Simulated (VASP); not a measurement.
# Si2Mo (P6_222) in VASP: notebook, part 2 of 2

VASP 6.6.1. Earlier steps stand in the parts before.

### 3 Single point, PBEsol (12.83 Å³/atom)

This run uses another cell than the first one, of 12.83 Å³/atom.

File INCAR:

```
SYSTEM = Si2Mo
  ALGO = Normal
  EDIFF = 1E-6
  ENCUT = 520
  GGA = PS
  ISIF = 2
  ISMEAR = 0
  LASPH = .True.
  LCHARG = .False.
  LREAL = .False.
  LWAVE = .False.
  NBANDS = 43
  NELM = 100
  PREC = Accurate
  SIGMA = 0.1
```

File KPOINTS:

```
k-points
0
Gamma
  12 12 6
  0 0 0
```

File POSCAR:

```
Si2Mo
1.0
    4.5259534458      0.0000000000      0.0000000000
   -2.2629767229      3.9195906604      0.0000000000
    0.0000000000      0.0000000000      6.5067669138
Si Mo
6 3
Direct
    0.1641055929      0.8358944071      0.8333333333
    0.3282111858      0.1641055929      0.1666666667
    0.8358944071      0.6717888142      0.5000000000
    0.8358944071      0.1641055929      0.8333333333
    0.6717888142      0.8358944071      0.1666666667
    0.1641055929      0.3282111858      0.5000000000
    0.5000000000      0.0000000000      0.5000000000
    0.0000000000      0.5000000000      0.1666666667
    0.5000000000      0.5000000000      0.8333333333
```

Potentials or basis: VASP PAW PBE potentials, release 64 (Si, Mo_sv).

Started as:

```sh
$ cat potpaw_PBE.64/Si/POTCAR potpaw_PBE.64/Mo_sv/POTCAR > POTCAR
$ mpirun -np 1 vasp_std > vasp.out
```

OUTCAR:

```text
SYSTEM = Si2Mo
   EDIFF = 1E-6
   ENCUT = 520
   GGA = PS
   ISIF = 2
   ISMEAR = 0
   LASPH = .True.
   LREAL = .False.
   NELM = 100
   PREC = Accurate

 ion  position               nearest neighbor table
   1  0.164  0.836  0.833-   3 2.52   2 2.52   7 2.54   8 2.54   4 2.57   9 2.60   9 2.60   9 2.63
                             4 2.63   4 2.63   6 3.11   5 3.11
   2  0.328  0.164  0.167-   6 2.52   1 2.52   7 2.54   9 2.54   5 2.57   8 2.60   8 2.60   8 2.63
                             5 2.63   5 2.63   3 3.11   4 3.11
   3  0.836  0.672  0.500-   1 2.52   5 2.52   8 2.54   9 2.54   6 2.57   7 2.60   7 2.60   7 2.63
[... 1336 lines left out ...]
  external PRESSURE =      76.3378088 kB  Pullay stress =       0.0000000 kB

 VOLUME and BASIS-vectors are now :
 -----------------------------------------------------------------------------
  energy-cutoff  :      520.00
  volume of cell :      115.43
      direct lattice vectors                 reciprocal lattice vectors
     4.525953446  0.000000000  0.000000000     0.220947920  0.127564341  0.000000000
    -2.262976723  3.919590660  0.000000000     0.000000000  0.255128682  0.000000000
     0.000000000  0.000000000  6.506766914     0.000000000  0.000000000  0.153686157

 POSITION                                       TOTAL-FORCE (eV/Angst)
 -----------------------------------------------------------------------------------
     -1.14888      3.27636      5.42231        -0.003507      0.002025     -0.000000
      1.11410      0.64323      1.08446        -0.003507     -0.002025     -0.000000
      2.26298      2.63314      3.25338         0.000000      0.004050     -0.000000
      3.41185      0.64323      5.42231         0.003507     -0.002025     -0.000000
      1.14888      3.27636      1.08446         0.003507      0.002025      0.000000
      0.00000      1.28645      3.25338         0.000000     -0.004050     -0.000000
      2.26298      0.00000      3.25338         0.000000     -0.000000     -0.000000
     -1.13149      1.95980      1.08446         0.000000     -0.000000     -0.000000
      1.13149      1.95980      5.42231         0.000000      0.000000      0.000000
 -----------------------------------------------------------------------------------
    total drift:                               -0.000000      0.000000      0.000001

  FREE ENERGIE OF THE ION-ELECTRON SYSTEM (eV)
  ---------------------------------------------------
  free  energy   TOTEN  =       -74.9002932261 eV

  energy  without entropy=      -74.8996935953  energy(sigma->0) =      -74.89999341
```

It took 6.5 min on 1 thread of Oxide Virtual Turin-like, shared host; peak memory 0.39 GiB.

What came out:

- Free energy: -74.9003 eV
- Pressure: 7.6 GPa
- Largest force: 0.004 eV/Å
- Band gap on the k mesh: 0.02 eV (least direct gap 0.56 eV)

Forces in eV/Å, atoms in the order of the input:
```
Si  -0.004  0.002  0.000
Si  -0.004 -0.002  0.000
Si   0.000  0.004  0.000
Si   0.004 -0.002  0.000
Si   0.004  0.002  0.000
Si   0.000 -0.004  0.000
Mo   0.000  0.000  0.000
Mo   0.000  0.000  0.000
Mo   0.000  0.000  0.000
```

Stress tensor (GPa, compression positive):
```
7.59 0.00 0.00
0.00 7.59 0.00
0.00 0.00 7.72
```

Caveat: the cell stands under pressure; the PAW data sets were made with another functional, which shifts forces and pressure a little. A k mesh can miss the band edges.

### 4 Single point, PBEsol

This run uses another cell than the first one, of 13.22 Å³/atom.

File INCAR:

```
PREC     = Accurate       # precision mode
ENCUT    = 520            # plane-wave cutoff, eV
EDIFF    = 1E-6           # SCF threshold, eV
ISMEAR   = 0              # smearing method
SIGMA    = 0.1            # smearing width, eV
LREAL    = False          # projectors in reciprocal space
LASPH    = True           # aspherical terms in the spheres
NELM     = 60             # most SCF steps
ALGO     = Normal         # electronic algorithm
ISIF     = 2              # what is computed and relaxed
LWAVE    = False          # write WAVECAR
LCHARG   = False          # write CHGCAR
GGA      = PS             # functional
NBANDS   = 43             # bands
```

File KPOINTS:

```
regular mesh
0
Gamma
  12 12 6
```

File POSCAR:

```
Si2Mo
1.0
    4.5744403905      0.0000000000      0.0000000000
   -2.2872201953      3.9615815863      0.0000000000
    0.0000000000      0.0000000000      6.5665572499
Si Mo
6 3
Direct
    0.1641680652      0.8358319348      0.8333333333
    0.3283361305      0.1641680652      0.1666666667
    0.8358319348      0.6716638695      0.5000000000
    0.8358319348      0.1641680652      0.8333333333
    0.6716638695      0.8358319348      0.1666666667
    0.1641680652      0.3283361305      0.5000000000
    0.5000000000      0.0000000000      0.5000000000
    0.0000000000      0.5000000000      0.1666666667
    0.5000000000      0.5000000000      0.8333333333
```

Started as:

```sh
$ cat potpaw_PBE.64/Si/POTCAR potpaw_PBE.64/Mo_sv/POTCAR > POTCAR
$ mpirun -np 1 vasp_std > vasp.out
```

It took 4.8 min on 1 thread of Oxide Virtual Turin-like, shared host; peak memory 0.39 GiB.

It converged, with:

| Property | Result |
| --- | --- |
| Free energy | -74.9880 eV |
| Pressure | 0.4 GPa |
| Band gap on the k mesh | 0.03 eV (least direct gap 0.53 eV) |

Levels at points of the mesh, in eV from the valence-band top:
```tsv
k point	band 29	band 30	band 31	band 32	band 33	band 34	band 35	band 36	band 37	band 38
(0.00, 0.00, 0.00)	-3.05	-3.05	-2.75	-2.13	-0.85	2.00	2.37	2.37	2.51	2.52
(0.50, 0.00, 0.00)	-2.34	-2.19	-1.61	-1.07	-0.67	0.03	0.69	0.86	1.32	1.94
(0.00, 0.00, 0.50)	-2.34	-2.34	-2.09	-0.75	-0.75	1.87	2.30	2.31	2.31	2.57
(0.50, 0.00, 0.50)	-3.01	-2.69	-2.00	-1.26	0.00	0.53	1.09	1.34	1.35	1.68
```

Caveat: the PAW data sets were made with another functional, which shifts forces and pressure a little.

### 5 Single point, PBEsol (14.54 Å³/atom)

This run uses another cell than the first one, of 14.54 Å³/atom.

File INCAR:

```
PREC = Accurate
ENCUT = 520
EDIFF = 1E-6
ISMEAR = 0
SIGMA = 0.1
LREAL = F
LASPH = T
NELM = 80
ALGO = Normal
ISIF = 2
LWAVE = F
LCHARG = T
GGA = PS
LELF = T
LVHAR = T
NBANDS = 43
```

KPOINTS is that of step 4.

File POSCAR:

```
Si2Mo
1.0
    4.7338597111      0.0000000000      0.0000000000
   -2.3669298555      4.0996427678      0.0000000000
    0.0000000000      0.0000000000      6.7449012972
Si Mo
6 3
Direct
    0.1645368017      0.8354631983      0.8333333333
    0.3290736034      0.1645368017      0.1666666667
    0.8354631983      0.6709263966      0.5000000000
    0.8354631983      0.1645368017      0.8333333333
    0.6709263966      0.8354631983      0.1666666667
    0.1645368017      0.3290736034      0.5000000000
    0.5000000000      0.0000000000      0.5000000000
    0.0000000000      0.5000000000      0.1666666667
    0.5000000000      0.5000000000      0.8333333333
```

Started as:

```sh
$ cat potpaw_PBE.64/Si/POTCAR potpaw_PBE.64/Mo_sv/POTCAR > POTCAR
$ mpirun -np 1 vasp_std > vasp.out
```

It took 9.7 min on 1 thread of Oxide Virtual Turin-like, shared host; peak memory 0.42 GiB.

The run converged. Its results:

* Free energy: -74.3242 eV
* Pressure: -16.7 GPa
* Band gap on the k mesh: 0.06 eV (least direct gap 0.42 eV)

Forces in eV/Å, atoms in the order of the input:
```
Si  -0.002  0.001  0.000
Si  -0.002 -0.001  0.000
Si   0.000  0.002  0.000
Si   0.002 -0.001  0.000
Si   0.002  0.001  0.000
Si   0.000 -0.002  0.000
Mo   0.000  0.000  0.000
Mo   0.000  0.000  0.000
Mo   0.000  0.000  0.000
```

Stress tensor (GPa, compression positive):
```
-16.71   0.00   0.00
  0.00 -16.71   0.00
  0.00   0.00 -16.79
```

Levels at points of the mesh, in eV from the valence-band top:
| k point | band 30 | band 31 | band 32 | band 33 | band 34 | band 35 | band 36 | band 37 |
| --- | --- | --- | --- | --- | --- | --- | --- | --- |
| (0.00, 0.00, 0.00) | -2.83 | -2.62 | -2.05 | -0.70 | 1.73 | 1.94 | 2.05 | 2.05 |
| (0.50, 0.00, 0.00) | -1.90 | -1.37 | -0.95 | -0.57 | 0.06 | 0.60 | 0.73 | 1.16 |
| (0.00, 0.00, 0.50) | -2.25 | -2.04 | -0.62 | -0.62 | 1.52 | 1.87 | 1.87 | 1.97 |
| (0.50, 0.00, 0.50) | -2.49 | -1.77 | -1.15 | 0.00 | 0.42 | 0.94 | 1.15 | 1.18 |

Caveat: the cell stands under tension; the PAW data sets were made with another functional, which shifts forces and pressure a little. A k mesh can miss the band edges.

### 6 Summary

```tsv
task	cell	cutoff (eV)	gap on the mesh (eV)	pressure (GPa)
relaxation of shape and atoms at fixed volume	relaxed from a = 4.377, b = 4.377, c = 6.311 Å, angles 90.0, 90.0, 120.0°, 9 atoms, atomic positions A	600	none	37.9
single point	a = 4.526, b = 4.526, c = 6.507 Å, angles 90.0, 90.0, 120.0°, 9 atoms, atomic positions B	520	0.02	7.6
single point	a = 4.574, b = 4.574, c = 6.567 Å, angles 90.0, 90.0, 120.0°, 9 atoms, atomic positions B	520	0.03	0.4
single point	a = 4.734, b = 4.734, c = 6.745 Å, angles 90.0, 90.0, 120.0°, 9 atoms, atomic positions C	520	0.06	-16.7
```

Alike in all rows: level PBEsol; potentials or basis VASP PAW PBE potentials, release 64 (Si, Mo_sv); no spin polarisation; k mesh 12 × 12 × 6; smearing gaussian 0.1 eV.

Caveats: the PAW data sets were made with another functional, which shifts forces and pressure a little; the cell stands under pressure (at least some runs); the cell stands under tension (at least some runs).

Absolute energies hang on the potentials; compare differences alone.
